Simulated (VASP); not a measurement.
A run of VASP 6.6.1:

INCAR

```
SYSTEM = As
ALGO     = Normal         ! electronic algorithm
EDIFF    = 1E-6           ! SCF threshold, eV
ENCUT    = 520            ! plane-wave cutoff, eV
GGA      = PE             ! functional
ISIF     = 2              ! what is computed and relaxed
ISMEAR   = -1             ! smearing method
LASPH    = .True.         ! aspherical terms in the spheres
LCHARG   = .False.        ! write CHGCAR
LREAL    = .False.        ! projectors in reciprocal space
LWAVE    = .False.        ! write WAVECAR
NBANDS   = 12             ! bands
NELM     = 60             ! most SCF steps
PREC     = Accurate       ! precision mode
SIGMA    = 0.6            ! smearing width, eV
```

File KPOINTS:

```
k-points
0
Gamma
  10 10 10
  0 0 0
```

The input POSCAR:

```
As
1.0
    1.9036109523      1.0990502958      3.6081612956
   -1.9036109523      1.0990502958      3.6081612956
    0.0000000000     -2.1981005915      3.6081612956
As
2
Direct
    0.7737100447      0.7737100447      0.7737100447
    0.2262899553      0.2262899553      0.2262899553
```

Potentials or basis: VASP PAW PBE potentials, release 64 (As).

Launch:

```console
$ cat potpaw_PBE.64/As/POTCAR > POTCAR
$ mpirun -np 1 vasp_std > vasp.out
```

Hardware: 1 thread of Intel Xeon 8259CL, with other jobs on the host.

Problem. Estimate the wall time of this run.

Solution. Wall time 57 s on 1 thread of Intel Xeon 8259CL, on a shared host, peak memory 0.2 GiB. Counts: scf iterations 10, k points 116.
